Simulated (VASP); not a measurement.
Crystal: CsMoO4.

```
CELL_PARAMETERS angstrom
0.00000 4.19603 4.19603
4.19603 0.00000 4.19603
4.19603 4.19603 0.00000
ATOMIC_POSITIONS crystal
Cs 0.75000 0.75000 0.75000
Mo 0.25000 0.25000 0.25000
O 0.88637 0.37121 0.37121
O 0.37121 0.37121 0.88637
O 0.37121 0.88637 0.37121
O 0.37121 0.37121 0.37121
```

```yaml
Program: VASP 6.6.1
Task: relaxation of volume and atoms at fixed shape
Functional: LDA
Potentials_or_basis: VASP PAW LDA potentials, release 64 (Cs_sv, Mo_sv, O)
Cutoff: 600 eV
k_mesh: 5 × 5 × 5
Occupations: methfessel-paxton, width 0.02 eV
Spin: no spin polarisation
```

At the start: pressure -1.1 GPa; volume 24.63 Å³/atom.

Q: Where does the relaxation end?

A: Over 11 steps the energy falls by 37.7 meV/atom and the volume is 20.51 Å³/atom (-16.7 %); space group F-43m (No. 216, to 0.1 Å) before and after.

Step by step:
| step | energy change (eV) | largest force (eV/Å) | pressure (GPa) | volume (Å³) |
| --- | --- | --- | --- | --- |
| 1 | 0.0000 | 0.4327 | -1.06 | 147.76 |
| 2 | -0.0530 | 0.0984 | -1.80 | 144.30 |
| 3 | -0.1330 | 0.6942 | -3.47 | 135.54 |
| 4 | -0.1498 | 0.6173 | -3.16 | 134.30 |
| 5 | -0.1911 | 0.3824 | -2.16 | 130.64 |
| 6 | -0.2257 | 0.1008 | 0.24 | 123.51 |
| 7 | -0.2257 | 0.0868 | 0.14 | 123.74 |
| 8 | -0.2259 | 0.0646 | 0.10 | 123.57 |
| 9 | -0.2261 | 0.0310 | 0.04 | 123.30 |
| 10 | -0.2261 | 0.0365 | -0.06 | 122.77 |
| 11 | -0.2262 | 0.0014 | 0.02 | 123.05 |

Final structure:
```xyz
6
Lattice="0.0000 3.9478 3.9478 3.9478 0.0000 3.9478 3.9478 3.9478 0.0000" Properties=species:S:1:pos:R:3 pbc="T T T"
Cs    5.9216    5.9216    5.9216
Mo    1.9739    1.9739    1.9739
O     2.9935    4.9020    4.9020
O     4.9020    4.9020    2.9935
O     4.9020    2.9935    4.9020
O     2.9935    2.9935    2.9935
```

Caveat: the volume moved by over 15 % at a fixed basis, so the end points are rough; an odd number of electrons without spin polarisation forces a metal; a magnetic or distorted state may lie lower.
